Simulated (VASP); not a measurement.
# AlGa3N4 (R3m) in VASP: notebook

Runs on AlGa3N4. Level: LDA. Tasks: single point.

Everything below comes from runs of VASP 6.6.1. Logs are shortened: lines on timing, memory, paths and dates and some standing lists are left out, and cuts for length are marked.

## 1. The cell of the first run

The structure is trigonal, space group R3m (No. 160). The conventional cell has a = 6.208 Å, b = 6.208 Å, c = 7.335 Å, α = 90.00°, β = 90.00°, γ = 120.00°. Al (site symmetry 3m) has 4 N at 1.80 to 1.86 Å within 2.4 Å. Within 2.4 Å of Ga (site symmetry m) lie 4 N at 1.85 to 1.91 Å. Within 2.4 Å of N (site symmetry m) lie 3 Ga at 1.85 to 1.91 Å and 1 Al at 1.86 Å. N (site symmetry 3m) has 1 Al at 1.80 Å and 3 Ga at 1.91 Å within 2.4 Å.

## 2. Single point, LDA

INCAR reads:

```
  PREC = Accurate
  ENCUT = 520
  EDIFF = 1E-6
  ISMEAR = 0
  SIGMA = 0.05
  LREAL = F
  LASPH = T
  NELM = 100
  ALGO = Normal
  ISIF = 2
  LWAVE = F
  LCHARG = T
  GGA = CA
  LELF = T
  LVHAR = T
  NBANDS = 41
```

KPOINTS reads:

```
regular mesh
0
Gamma
  6 6 6
```

POSCAR reads:

```
AlGa3N4
1.0
    4.3382171223     -0.0515716627     -0.0515716627
   -0.0515716627      4.3382171223     -0.0515716627
   -0.0515716627     -0.0515716627      4.3382171223
Al Ga N
1 3 4
Direct
    0.0000000000      0.0000000000      0.0000000000
    0.5000000000      0.5000000000      0.0000000000
    0.5000000000      0.0000000000      0.5000000000
    0.0000000000      0.5000000000      0.5000000000
    0.7548078379      0.7548078379      0.2451921621
    0.7548078379      0.2451921621      0.7548078379
    0.2451921621      0.7548078379      0.7548078379
    0.2451921621      0.2451921621      0.2451921621
```

Potentials or basis: VASP PAW LDA potentials, release 64 (Al, Ga_d, N).

Launch:

```bash
cat potpaw_LDA.64/Al/POTCAR potpaw_LDA.64/Ga_d/POTCAR potpaw_LDA.64/N/POTCAR > POTCAR
mpirun -np 1 vasp_std > vasp.out
```

OUTCAR:

```text
PREC = Accurate
   ENCUT = 520
   EDIFF = 1E-6
   ISMEAR = 0
   LREAL = F
   LASPH = T
   NELM = 100
   ISIF = 2
   GGA = CA

 ion  position               nearest neighbor table
   1  0.000  0.000  0.000-   8 1.80   7 1.86   6 1.86   5 1.86   3 3.03   4 3.03   2 3.03   4 3.03
                             3 3.03   2 3.03   4 3.10   3 3.10   2 3.10   3 3.10   4 3.10   2 3.10
   2  0.500  0.500  0.000-   5 1.85   8 1.91   7 1.91   6 1.91   1 3.03   1 3.03   1 3.10   1 3.10

   3  0.500  0.000  0.500-   6 1.85   8 1.91   7 1.91   5 1.91   1 3.03   1 3.03   1 3.10   1 3.10

   4  0.000  0.500  0.500-   7 1.85   8 1.91   5 1.91   6 1.91   1 3.03   1 3.03   1 3.10   1 3.10

   5  0.755  0.755  0.245-   2 1.85   1 1.86   3 1.91   4 1.91
   6  0.755  0.245  0.755-   3 1.85   1 1.86   2 1.91   4 1.91
   7  0.245  0.755  0.755-   4 1.85   1 1.86   3 1.91   2 1.91
   8  0.245  0.245  0.245-   1 1.80   2 1.91   3 1.91   4 1.91

  LATTYP: Found a trigonal (rhomboedric) cell.
 ALAT       =     4.3388301503
 COS(alpha) =    -0.0236275134

  Lattice vectors:

 A1 = (   4.3382171223,  -0.0515716627,  -0.0515716627)
 A2 = (  -0.0515716627,   4.3382171223,  -0.0515716627)
 A3 = (  -0.0515716627,  -0.0515716627,   4.3382171223)

Analysis of symmetry for initial positions (statically):
=====================================================================
 Subroutine PRICEL returns:
 Original cell was already a primitive cell.

 Routine SETGRP: Setting up the symmetry group for a
 trigonal (rhombohedral) supercell.

 Subroutine GETGRP returns: Found  6 space group operations
 (whereof  6 operations were pure point group operations)
 out of a pool of 12 trial point group operations.

The static configuration has the point symmetry C_3v.

Analysis of symmetry for dynamics (positions and initial velocities):
=====================================================================
 Subroutine PRICEL returns:
 Original cell was already a primitive cell.

 Routine SETGRP: Setting up the symmetry group for a
 trigonal (rhombohedral) supercell.

 Subroutine GETGRP returns: Found  6 space group operations
 (whereof  6 operations were pure point group operations)
 out of a pool of 12 trial point group operations.

The dynamic configuration has the point symmetry C_3v.

 Subroutine INISYM returns: Found  6 space group operations
 (whereof  6 operations are pure point group operations),
 and found     1 'primitive' translations

----------------------------------------------------------------------------------------

                                     Primitive cell

  volume of cell :      81.6109

  direct lattice vectors                    reciprocal lattice vectors
     4.338217122 -0.051571663 -0.051571663     0.230575393  0.002774000  0.002774000
    -0.051571663  4.338217122 -0.051571663     0.002774000  0.230575393  0.002774000
    -0.051571663 -0.051571663  4.338217122     0.002774000  0.002774000  0.230575393

  length of vectors
     4.338830150  4.338830150  4.338830150     0.230608764  0.230608764  0.230608764

  position of ions in fractional coordinates (direct lattice)
     0.000000000  0.000000000  0.000000000
     0.500000000  0.500000000  0.000000000
     0.500000000  0.000000000  0.500000000
     0.000000000  0.500000000  0.500000000
     0.754807838  0.754807838  0.245192162
     0.754807838  0.245192162  0.754807838
     0.245192162  0.754807838  0.754807838
     0.245192162  0.245192162  0.245192162

  ion indices of the primitive-cell ions
   primitive index   ion index
                 1           1
                 2           2
                 3           3
                 4           4
                 5           5
                 6           6
                 7           7
                 8           8

----------------------------------------------------------------------------------------

 KPOINTS: regular mesh

Automatic generation of k-mesh.
 Grid dimensions read from file:
 generate k-points for:    6    6    6

 Generating k-lattice:

  Cartesian coordinates                     Fractional coordinates (reciprocal lattice)
     0.038429232  0.000462333  0.000462333     0.166666667 -0.000000000  0.000000000
     0.000462333  0.038429232  0.000462333    -0.000000000  0.166666667  0.000000000
     0.000462333  0.000462333  0.038429232     0.000000000  0.000000000  0.166666667

  Length of vectors
     0.038434794  0.038434794  0.038434794

  Shift w.r.t. Gamma in fractional coordinates (k-lattice)
     0.000000000  0.000000000  0.000000000

 Subroutine IBZKPT returns following result:
 ===========================================

 Found     32 irreducible k-points:

 Following reciprocal coordinates:
            Coordinates               Weight
  0.000000  0.000000  0.000000      1.000000
  0.166667  0.000000  0.000000      6.000000
  0.333333  0.000000  0.000000      6.000000
  0.500000 -0.000000 -0.000000      3.000000
  0.166667  0.166667  0.000000      6.000000
  0.333333  0.166667  0.000000     12.000000
[... 16 lines left out ...]
  0.500000  0.500000  0.166667      6.000000
 -0.333333  0.500000  0.166667     12.000000
 [... further k-points ...]
   k-points           NKPTS =     32   k-points in BZ     NKDIM =     32   number of bands    NBANDS=     41
   number of dos      NEDOS =    301   number of ions     NIONS =      8
   total plane-waves  NPLWV =  32768
   dimension x,y,z NGX =    32 NGY =   32 NGZ =   32
   dimension x,y,z NGXF=    64 NGYF=   64 NGZF=   64
   ions per type =               1   3   4
   NGX,Y,Z   is equivalent  to a cutoff of  12.26, 12.26, 12.26 a.u.
   NGXF,Y,Z  is equivalent  to a cutoff of  24.52, 24.52, 24.52 a.u.
 SYSTEM =  unknown system
   PREC   = accura    normal or accurate (medium, high low for compatibility)
   ISTART =      0    job   : 0-new  1-cont  2-samecut
   ICHARG =      2    charge: 1-file 2-atom 10-const
   ISPIN  =      1    spin polarized calculation?
   LNONCOLLINEAR =      F non collinear calculations
   LSORBIT =      F    spin-orbit coupling
   LASPH  =      T    aspherical Exc in radial PAW
   ENCUT  =  520.0 eV  38.22 Ry    6.18 a.u.   8.07  8.07  8.07*2*pi/ulx,y,z
   NELM   =    100;   NELMIN=  2; NELMDL= -5     # of ELM steps
   EDIFF  = 0.1E-05   stopping-criterion for ELM
   LREAL  =      F    real-space projection
   EDIFFG = 0.1E-04   stopping-criterion for IOM
   NSW    =      0    number of steps for IOM
   IBRION =     -1    ionic relax: 0-MD 1-quasi-New 2-CG
   NFREE  =      0    steps in history (QN), initial steepest desc. (CG)
   ISIF   =      2    stress and relaxation
   ISYM   =      2    0-nonsym 1-usesym 2-fastsym
   POTIM  = 0.5000    time-step for ionic-motion
   TEBEG  =    0.0;   TEEND  =   0.0 temperature during run
   PSTRESS=    0.0 pullay stress
   NELECT =      62.0000    total number of electrons
   NUPDOWN=      -1.0000    fix difference up-down
   EMIN   =  10.00;   EMAX   =-10.00  energy-range for DOS
   EFERMI =   0.00;   METHOD = LEGACY
   ISMEAR =     0;   SIGMA  =   0.05  broadening in eV -4-tet -1-fermi 0-gaus
   EFERMI_NEDOS =   21; number of points for ismear=-14 and -15
   IALGO  =     38    algorithm
   IMIX   =      4    mixing-type and parameters
     AMIX     =   0.40;   BMIX     =  1.00
     AMIX_MAG =   1.60;   BMIX_MAG =  1.00
  volume/ion in A,a.u.               =      10.20        68.84
  Fermi-wavevector in a.u.,A,eV,Ry     =   1.493789  2.822852 30.360124  2.231406
  Thomas-Fermi vector in A             =   2.606145
   LORBIT       =      0    0 simple, 1 ext, 2 COOP (PROOUT), +10 PAW based schemes
   GGA     = CA    functional components
   LHFCALC =     F    Hartree Fock is set to
   AEXX    =    0.0000 exact exchange contribution
   IVDW    =     0    specifies the selected vdW correction
   LEPSILON=     F    determine dielectric tensor
   LRPA    =     F    only Hartree local field effects (RPA)
 non-spin polarized calculation
 Gauss-broadening in eV      SIGMA  =   0.05
  energy-cutoff  :      520.00
  volume of cell :       81.61
 maximum number of plane-waves:      2222
   NGX = 17   NGY = 17   NGZ = 17

 number of electron      62.0000078 magnetization

 Free energy of the ion-electron system (eV)
  ---------------------------------------------------
  ext. energy  EPLUGINS =         0.00000000
  ---------------------------------------------------
  free energy    TOTEN  =       -57.82679068 eV

  energy without entropy =      -57.82679068  energy(sigma->0) =      -57.82679068

 E-fermi :   6.4995     XC(G=0): -12.3994

 val. band max:        6.2726497100   @ k =   0.0000   0.0000   0.0000
 cond. band min:       9.1419543348   @ k =   0.0000   0.0000   0.0000
 fundamental gap:      2.8693046248
 Fermi energy:         6.4995127953

 k-point     1 :       0.0000    0.0000    0.0000
  band No.  band energies     occupation
      1     -10.1338      2.00000
      2      -8.5959      2.00000
      3      -8.5959      2.00000
      4      -8.5179      2.00000
      5      -7.1800      2.00000
      6      -7.1362      2.00000
[... 33 lines left out ...]
     40      17.1567      0.00000
     41      18.1970      0.00000

 k-point     2 :       0.1667    0.0000    0.0000
  band No.  band energies     occupation
      1     -10.0033      2.00000
      2      -8.6336      2.00000
      3      -8.5981      2.00000
      4      -8.5303      2.00000
      5      -7.1694      2.00000
      6      -7.1310      2.00000
[... 33 lines left out ...]
     40      17.4173      0.00000
     41      18.5001      0.00000

 k-point     3 :       0.3333    0.0000    0.0000
  band No.  band energies     occupation
      1      -9.6473      2.00000
      2      -8.8061      2.00000
      3      -8.6026      2.00000
      4      -8.5432      2.00000
      5      -7.1372      2.00000
      6      -7.1128      2.00000
[... 33 lines left out ...]
     40      18.0609      0.00000
     41      18.1111      0.00000

 k-point     4 :       0.5000   -0.0000   -0.0000
  band No.  band energies     occupation
      1      -9.2386      2.00000
      2      -9.1217      2.00000
      3      -8.6049      2.00000
      4      -8.5469      2.00000
      5      -7.1053      2.00000
      6      -7.0822      2.00000
[... 825 lines left out ...]
     40      17.1235      0.00000
     41      17.3203      0.00000

 k-point    23 :       0.5000    0.5000    0.1667
  band No.  band energies     occupation
      1      -8.9443      2.00000
      2      -8.8296      2.00000
      3      -8.7841      2.00000
      4      -8.6962      2.00000
      5      -7.1333      2.00000
      6      -7.1251      2.00000
[... 33 lines left out ...]
     40      16.8281      0.00000
     41      16.9654      0.00000

 k-point    24 :      -0.3333    0.5000    0.1667
  band No.  band energies     occupation
      1      -9.0351      2.00000
      2      -8.9102      2.00000
      3      -8.7392      2.00000
      4      -8.6257      2.00000
      5      -7.1431      2.00000
      6      -7.1194      2.00000
[... 33 lines left out ...]
     40      16.5995      0.00000
     41      17.0085      0.00000

 [... further k-points ...]
[... 5 lines left out ...]
  --------------------------------------------------------------------------------------
  -------------------------------------------------------------------------------------
  Total        8.1473259      8.1473259      8.1473259      3.2648213      3.2648213      3.2648213
  in kB      159.9474938    159.9474938    159.9474938     64.0946486     64.0946486     64.0946486
  external PRESSURE =     159.9474938 kB  Pullay stress =       0.0000000 kB

 VOLUME and BASIS-vectors are now :
 -----------------------------------------------------------------------------
  energy-cutoff  :      520.00
  volume of cell :       81.61
      direct lattice vectors                 reciprocal lattice vectors
     4.338217122 -0.051571663 -0.051571663     0.230575393  0.002774000  0.002774000
    -0.051571663  4.338217122 -0.051571663     0.002774000  0.230575393  0.002774000
    -0.051571663 -0.051571663  4.338217122     0.002774000  0.002774000  0.230575393

 POSITION                                       TOTAL-FORCE (eV/Angst)
 -----------------------------------------------------------------------------------
      0.00000      0.00000      0.00000        -0.354646     -0.354646     -0.354646
      2.14332      2.14332     -0.05157        -0.373613     -0.373613     -0.350358
      2.14332     -0.05157      2.14332        -0.373613     -0.350358     -0.373613
     -0.05157      2.14332      2.14332        -0.350358     -0.373613     -0.373613
      3.22295      3.22295      0.98584         0.398762      0.398762      0.303516
      3.22295      0.98584      3.22295         0.398762      0.303516      0.398762
      0.98584      3.22295      3.22295         0.303516      0.398762      0.398762
      1.03841      1.03841      1.03841         0.351190      0.351190      0.351190
 -----------------------------------------------------------------------------------
    total drift:                                0.000026      0.000026      0.000025

  FREE ENERGIE OF THE ION-ELECTRON SYSTEM (eV)
  ---------------------------------------------------
  free  energy   TOTEN  =       -57.8267906817 eV

  energy  without entropy=      -57.8267906817  energy(sigma->0) =      -57.82679068
```

Run time: 36 s. Hardware: 1 thread of Intel Xeon 6975P-C (Granite Rapids), shared host; peak memory 0.21 GiB.

Results:

| Property | Result |
| --- | --- |
| Free energy | -57.8268 eV |
| Pressure | 16.0 GPa |
| Largest force | 0.640 eV/Å |
| Band gap on the k mesh | 2.87 eV |

Forces on the atoms (eV/Å):
```
Al  -0.355 -0.355 -0.355
Ga  -0.374 -0.374 -0.350
Ga  -0.374 -0.350 -0.374
Ga  -0.350 -0.374 -0.374
N    0.399  0.399  0.304
N    0.399  0.304  0.399
N    0.304  0.399  0.399
N    0.351  0.351  0.351
```

Caveat: the cell stands under pressure.

(Part 1 of 2 ends here.)
